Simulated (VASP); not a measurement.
Al:

```xyz
1
Lattice="-1.5912 1.5912 1.5912 1.5912 -1.5912 1.5912 1.5912 1.5912 -1.5912" Properties=species:S:1:pos:R:3 pbc="T T T"
Al    0.0000    0.0000    0.0000
```

This isn't the form of Al at room conditions, which is fcc.

Base run:

| Quantity | Value |
| --- | --- |
| Program | VASP 6.6.1 |
| Functional | b88 exchange, pbe correlation |
| Potentials or basis | VASP PAW PBE potentials, release 64 (Al) |
| Cutoff | 500 eV |
| k mesh | 12 × 12 × 12 |
| Occupations | methfessel-paxton, width 0.01 eV |
| Spin | no spin polarisation |

Its results: band gap on the k mesh zero (an odd number of electrons rules out a gap without spin polarisation); pressure 4.4 GPa.

**Question.** The run is repeated on the same cell with these changes: functional from b88 exchange, pbe correlation to PBE exchange alone; cutoff from 500 eV to 520 eV; occupations from methfessel-paxton, width 0.01 eV to methfessel-paxton, width 0.005 eV. What comes out?

**Answer.** Band gap on the k mesh zero (an odd number of electrons rules out a gap without spin polarisation); pressure 14.0 GPa.

Caveats: the cell stands under pressure; the PAW data sets were made with another functional, which shifts forces and pressure a little (at least some runs).
